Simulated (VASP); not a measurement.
# AlGeSbH2 (P4/mmm) in VASP: a series of runs, part 2 of 2

VASP 6.6.1. Earlier steps stand in the parts before.

## 4. Relaxation of cell and atoms, PBE

This run uses another cell than the first one, of 14.72 Å³/atom.

INCAR

```
SYSTEM = AlGeSbH2
ALGO = Normal
EDIFF = 1E-7
EDIFFG = -0.08
ENCUT = 500
GGA = PE
GGA_COMPAT = .FALSE.
IBRION = 2
ISIF = 3
ISMEAR = 0
LASPH = .TRUE.
LCHARG = .FALSE.
LREAL = .FALSE.
LWAVE = .FALSE.
NELM = 120
NELMIN = 4
NSW = 36
PREC = Accurate
SIGMA = 0.15
```

KPOINTS

```
k-points
0
G
  3 3 3
  0 0 0
```

POSCAR

```
AlGeSbH2
1.0
    4.1821313200      0.0000000000      0.0000000000
    0.0000000000      4.1821313200      0.0000000000
    0.0000000000      0.0000000000      4.2074468100
Al Ge Sb H
1 1 1 2
Direct
    0.0000000000      0.0000000000      0.0000000000
    0.5000000000      0.5000000000      0.5000000000
    0.5000000000      0.5000000000      0.0000000000
    0.5000000000      0.0000000000      0.5000000000
    0.0000000000      0.5000000000      0.5000000000
```

Potentials or basis: VASP PAW PBE potentials, release 64 (Al, Ge_d, Sb, H).

Launch:

```bash
$ cat potpaw_PBE.64/Al/POTCAR potpaw_PBE.64/Ge_d/POTCAR potpaw_PBE.64/Sb/POTCAR potpaw_PBE.64/H/POTCAR > POTCAR
$ mpirun -np 1 vasp_std > vasp.out
```

OUTCAR:

```text
SYSTEM = AlGeSbH2
   EDIFF = 1E-7
   EDIFFG = -0.08
   ENCUT = 500
   GGA = PE
   IBRION = 2
   ISIF = 3
   ISMEAR = 0
   LASPH = .TRUE.
   LREAL = .FALSE.
   NELM = 120
   NELMIN = 4
   NSW = 36
   PREC = Accurate

 ion  position               nearest neighbor table
   1  0.000  0.000  0.000-   3 2.96   3 2.96   3 2.96   3 2.96
   2  0.500  0.500  0.500-   3 2.10   3 2.10
   3  0.500  0.500  0.000-   2 2.10   2 2.10   1 2.96   1 2.96   1 2.96   1 2.96
   4  0.500  0.000  0.500-
   5  0.000  0.500  0.500-

  LATTYP: Found a simple tetragonal cell.
 ALAT       =     4.1821313200
 C/A-ratio  =     1.0060532509

  Lattice vectors:

 A1 = (   4.1821313200,   0.0000000000,   0.0000000000)
 A2 = (   0.0000000000,   4.1821313200,   0.0000000000)
 A3 = (   0.0000000000,   0.0000000000,   4.2074468100)

Analysis of symmetry for initial positions (statically):
=====================================================================
 Subroutine PRICEL returns:
 Original cell was already a primitive cell.

 Routine SETGRP: Setting up the symmetry group for a
 simple tetragonal supercell.

 Subroutine GETGRP returns: Found 16 space group operations
 (whereof 16 operations were pure point group operations)
 out of a pool of 16 trial point group operations.

The static configuration has the point symmetry D_4h.

Analysis of symmetry for dynamics (positions and initial velocities):
=====================================================================
 Subroutine PRICEL returns:
 Original cell was already a primitive cell.

 Routine SETGRP: Setting up the symmetry group for a
 simple tetragonal supercell.

 Subroutine GETGRP returns: Found 16 space group operations
 (whereof 16 operations were pure point group operations)
 out of a pool of 16 trial point group operations.

The dynamic configuration has the point symmetry D_4h.

 Subroutine INISYM returns: Found 16 space group operations
 (whereof 16 operations are pure point group operations),
[... 72 lines left out ...]
   NGXF,Y,Z  is equivalent  to a cutoff of  23.85, 23.85, 25.29 a.u.
 SYSTEM =  AlGeSbH2
   PREC   = accura    normal or accurate (medium, high low for compatibility)
   ISTART =      0    job   : 0-new  1-cont  2-samecut
   ICHARG =      2    charge: 1-file 2-atom 10-const
   ISPIN  =      1    spin polarized calculation?
   LNONCOLLINEAR =      F non collinear calculations
   LSORBIT =      F    spin-orbit coupling
   LASPH  =      T    aspherical Exc in radial PAW
   ENCUT  =  500.0 eV  36.75 Ry    6.06 a.u.   7.62  7.62  7.67*2*pi/ulx,y,z
   NELM   =    120;   NELMIN=  4; NELMDL= -5     # of ELM steps
   EDIFF  = 0.1E-06   stopping-criterion for ELM
   LREAL  =      F    real-space projection
   EDIFFG = -.8E-01   stopping-criterion for IOM
   NSW    =     36    number of steps for IOM
   IBRION =      2    ionic relax: 0-MD 1-quasi-New 2-CG
   NFREE  =      1    steps in history (QN), initial steepest desc. (CG)
   ISIF   =      3    stress and relaxation
   ISYM   =      2    0-nonsym 1-usesym 2-fastsym
   POTIM  = 0.5000    time-step for ionic-motion
   TEBEG  =    0.0;   TEEND  =   0.0 temperature during run
   PSTRESS=    0.0 pullay stress
   NELECT =      24.0000    total number of electrons
   NUPDOWN=      -1.0000    fix difference up-down
   EMIN   =  10.00;   EMAX   =-10.00  energy-range for DOS
   EFERMI =   0.00;   METHOD = LEGACY
   ISMEAR =     0;   SIGMA  =   0.15  broadening in eV -4-tet -1-fermi 0-gaus
   EFERMI_NEDOS =   21; number of points for ismear=-14 and -15
   IALGO  =     38    algorithm
   IMIX   =      4    mixing-type and parameters
     AMIX     =   0.40;   BMIX     =  1.00
     AMIX_MAG =   1.60;   BMIX_MAG =  1.00
  volume/ion in A,a.u.               =      14.72        99.32
  Fermi-wavevector in a.u.,A,eV,Ry     =   1.126870  2.129476 17.277176  1.269837
  Thomas-Fermi vector in A             =   2.263554
   LORBIT       =      0    0 simple, 1 ext, 2 COOP (PROOUT), +10 PAW based schemes
   GGA     = PE    functional components
   LHFCALC =     F    Hartree Fock is set to
   AEXX    =    0.0000 exact exchange contribution
   IVDW    =     0    specifies the selected vdW correction
   LEPSILON=     F    determine dielectric tensor
   LRPA    =     F    only Hartree local field effects (RPA)
 conjugate gradient relaxation of ions
 non-spin polarized calculation
 Gauss-broadening in eV      SIGMA  =   0.15
  energy-cutoff  :      500.00
  volume of cell :       73.59
 maximum number of plane-waves:      1879
 NGX is ok and might be reduce to    30
   NGX = 15   NGY = 15   NGZ = 15

--------------------------------------- Ionic step        1  -------------------------------------------

 number of electron      24.0000029 magnetization

 Free energy of the ion-electron system (eV)
  ---------------------------------------------------
  ext. energy  EPLUGINS =         0.00000000
  ---------------------------------------------------
  free energy    TOTEN  =       -11.85250779 eV

  energy without entropy =      -11.80733723  energy(sigma->0) =      -11.82992251

 E-fermi :   6.9878     XC(G=0): -10.0168

 val. band max:        6.9649115230   @ k =   0.3333   0.0000   0.3333
 cond. band min:       7.0771192898   @ k =   0.3333   0.3333   0.0000
 fundamental gap:      0.1122077668
 Fermi energy:         6.9877545020
[... 544 lines left out ...]
--------------------------------------- Ionic step        9  -------------------------------------------

 number of electron      23.9999996 magnetization

 Free energy of the ion-electron system (eV)
  ---------------------------------------------------
  ext. energy  EPLUGINS =         0.00000000
  ---------------------------------------------------
  free energy    TOTEN  =       -16.62964185 eV

  energy without entropy =      -16.58405058  energy(sigma->0) =      -16.60684621

 E-fermi :   4.4302     XC(G=0):  -9.1684

 val. band max:        4.3587258653   @ k =   0.3333   0.0000   0.3333
 cond. band min:       4.5300670109   @ k =   0.3333   0.0000   0.3333
 fundamental gap:      0.1713411457
 Fermi energy:         4.4301572116
[... 144 lines left out ...]
  FREE ENERGIE OF THE ION-ELECTRON SYSTEM (eV)
  ---------------------------------------------------
  free  energy   TOTEN  =       -16.6296418461 eV

  energy  without entropy=      -16.5840505810  energy(sigma->0) =      -16.60684621

 reached required accuracy - stopping structural energy minimisation
```

OSZICAR:

```text
N       E                     dE             d eps       ncg     rms          rms(c)
DAV:   1     0.145312382432E+03    0.14531E+03   -0.11076E+04   192   0.231E+03
DAV:   2     0.545562965822E+01   -0.13986E+03   -0.13872E+03   200   0.507E+02
DAV:   3    -0.118958177656E+02   -0.17351E+02   -0.17268E+02   256   0.119E+02
[... 108 lines left out ...]
DAV:   6    -0.166296410497E+02    0.16299E-04   -0.56520E-05   264   0.811E-02    0.279E-02
DAV:   7    -0.166296419047E+02   -0.85502E-06   -0.13161E-05   248   0.517E-02    0.570E-03
DAV:   8    -0.166296416446E+02    0.26013E-06   -0.15039E-06   240   0.161E-02    0.350E-03
DAV:   9    -0.166296419092E+02   -0.26461E-06   -0.17558E-07   120   0.485E-03    0.427E-04
DAV:  10    -0.166296418461E+02    0.63064E-07   -0.34041E-08    96   0.271E-03
   9 F= -.16629642E+02 E0= -.16606846E+02  d E =-.771257E-02
```

Run time: 80 s. Hardware: 1 thread of Intel Xeon Platinum 8259CL at 2.50GHz (Skylake/Cascade Lake), shared host; peak memory 0.18 GiB.

What came out:

| Quantity | Value |
| --- | --- |
| Free energy | -16.6296 eV |
| Relaxed volume | 17.81 Å³/atom |
| Relaxed cell | a = 3.928 Å, b = 3.928 Å, c = 5.771 Å, α = 90.00°, β = 90.00°, γ = 90.00° |
| Space group after relaxing (to 0.1 Å) | P4/mmm (No. 123) |
| Energy gained by relaxing | 955.4 meV/atom |
| Ionic steps | 9 |
| Pressure after relaxing | -0.1 GPa |
| Band gap on the k mesh | zero (bands 12 and 13 overlap by 0.37 eV) |

Step by step:
```tsv
step	energy change (eV)	largest force (eV/Å)	pressure (GPa)	volume (Å³)
1	0.0000	0.0000	30.29	73.59
2	-4.4960	0.0000	-5.81	102.40
3	-4.3672	0.0000	-2.21	92.06
4	-4.5354	0.0000	-4.61	98.07
5	-4.5398	0.0000	-4.90	98.99
6	-4.7645	0.0000	-1.48	91.44
7	-4.7694	0.0000	-0.78	90.34
8	-4.7694	0.0000	-0.66	90.17
9	-4.7771	0.0000	-0.14	89.04
```

Final structure:
```cif
data_structure
_symmetry_space_group_name_H-M 'P 1'
_symmetry_Int_Tables_number 1
_cell_length_a 3.9280
_cell_length_b 3.9280
_cell_length_c 5.7706
_cell_angle_alpha 90.000
_cell_angle_beta 90.000
_cell_angle_gamma 90.000
_cell_volume 89.04
loop_
_atom_site_label
_atom_site_type_symbol
_atom_site_fract_x
_atom_site_fract_y
_atom_site_fract_z
_atom_site_occupancy
Al1 Al 0.00000 0.00000 0.00000 1
Ge1 Ge 0.50000 0.50000 0.50000 1
Sb1 Sb 0.50000 0.50000 0.00000 1
H1 H 0.50000 0.00000 0.50000 1
H2 H 0.00000 0.50000 0.50000 1
```

Caveat: the k points lie up to 0.53 Å⁻¹ apart in the final cell; the volume moved by over 15 % at a fixed basis, so the end points are rough; spin-orbit coupling is left out, which moves the levels of the heavy elements.

## 5. Relaxation of cell and atoms, PBE

This run uses another cell than the first one, of 18.59 Å³/atom.

INCAR

```
SYSTEM = AlGeSbH2
PREC = Accurate
ENCUT = 500
EDIFF = 1E-7
ISMEAR = 0
SIGMA = 0.15
LREAL = .FALSE.
LASPH = .TRUE.
NELM = 120
ALGO = Normal
ISIF = 3
LWAVE = .FALSE.
LCHARG = .FALSE.
GGA = PE
IBRION = 2
NSW = 36
EDIFFG = -0.08
GGA_COMPAT = .FALSE.
NELMIN = 4
```

KPOINTS

```
Automatic mesh
0
G
  3 3 2
  0 0 0
```

POSCAR

```
AlGeSbH2
1.0
    3.6956567300      0.0000000000      0.0000000000
    0.0000000000      3.6956567300      0.0000000000
    0.0000000000      0.0000000000      6.8056206400
Al Ge Sb H
1 1 1 2
Direct
    0.0000000000      0.0000000000      0.5000000000
    0.5000000000      0.5000000000      0.0000000000
    0.0000000000      0.0000000000      0.0000000000
    0.5000000000      0.0000000000      0.5000000000
    0.0000000000      0.5000000000      0.5000000000
```

Launch:

```bash
$ cat potpaw_PBE.64/Al/POTCAR potpaw_PBE.64/Ge_d/POTCAR potpaw_PBE.64/Sb/POTCAR potpaw_PBE.64/H/POTCAR > POTCAR
$ mpirun -np 1 vasp_std > vasp.out
```

It took 66 s on 1 thread of Intel Xeon Platinum 8259CL at 2.50GHz (Skylake/Cascade Lake), shared host; peak memory 0.2 GiB.

It converged, with:

* Free energy: -17.2852 eV
* Relaxed volume: 18.20 Å³/atom
* Relaxed cell: a = 3.834 Å, b = 3.834 Å, c = 6.190 Å, α = 90.00°, β = 90.00°, γ = 90.00°
* Space group after relaxing (to 0.1 Å): P4/mmm (No. 123)
* Energy gained by relaxing: 56.5 meV/atom
* Ionic steps: 6
* Pressure after relaxing: 0.1 GPa
* Band gap on the k mesh: zero (bands 12 and 13 overlap by 0.68 eV)

Stress tensor (GPa, compression positive):
```
0.00 0.00 0.00
0.00 0.00 0.00
0.00 0.00 0.25
```

Step by step:
| step | energy change (eV) | largest force (eV/Å) | pressure (GPa) | volume (Å³) |
| --- | --- | --- | --- | --- |
| 1 | 0.0000 | 0.0000 | 5.04 | 92.95 |
| 2 | -0.1942 | 0.0000 | -2.69 | 100.88 |
| 3 | -0.2110 | 0.0000 | -1.23 | 98.96 |
| 4 | -0.2371 | 0.0000 | -1.05 | 97.27 |
| 5 | -0.2790 | 0.0000 | -0.37 | 93.02 |
| 6 | -0.2826 | 0.0000 | 0.09 | 91.00 |

Final structure:
```xyz
5
Lattice="3.8342 0.0000 0.0000 0.0000 3.8342 0.0000 0.0000 0.0000 6.1899" Properties=species:S:1:pos:R:3 pbc="T T T"
Al    3.8342    0.0000    3.0950
Ge    1.9171    1.9171    0.0000
Sb    3.8342    0.0000    6.1899
H     1.9171    0.0000    3.0950
H     0.0000    1.9171    3.0950
```

Levels at points of the mesh, in eV from the Fermi level:
```tsv
k point	band 10	band 11	band 12	band 13	band 14	band 15
(0.00, 0.00, 0.00)	-2.39	-2.39	-1.37	2.60	3.80	3.80
(0.00, 0.00, 0.50)	-2.35	-2.35	-1.35	1.08	2.37	3.33
```

Caveat: the k points lie up to 0.55 Å⁻¹ apart in the final cell, too coarse for converged energies and pressures of a metal; spin-orbit coupling is left out, which moves the levels of the heavy elements.

## 6. Overview

```tsv
task	cell	k mesh	gap on the mesh (eV)	pressure (GPa)	relaxed volume (Å³/atom)
single point	a = 3.930, b = 3.930, c = 5.783 Å, 5 atoms, atomic positions A	3 × 3 × 3	none	0.0	-
single point	a = 3.843, b = 3.843, c = 6.168 Å, 5 atoms, atomic positions B	3 × 3 × 2	none	-0.1	-
relaxation of cell and atoms	relaxed from a = 4.182, b = 4.182, c = 4.207 Å, 5 atoms, atomic positions A	3 × 3 × 3	none	-0.1	17.81
relaxation of cell and atoms	relaxed from a = 3.696, b = 3.696, c = 6.806 Å, 5 atoms, atomic positions B	3 × 3 × 2	none	0.1	18.20
```

Alike in all rows: level PBE; potentials or basis VASP PAW PBE potentials, release 64 (Al, Ge_d, Sb, H); no spin polarisation; cutoff (eV) 500; smearing gaussian 0.15 eV.

Caveats: all runs use coarse meshes; spin-orbit coupling is left out, which moves the levels of the heavy elements; the volume moved by over 15 % at a fixed basis, so the end points are rough (at least some runs).

Total energies depend on the potentials used, so only differences within one code and one set of settings carry meaning.
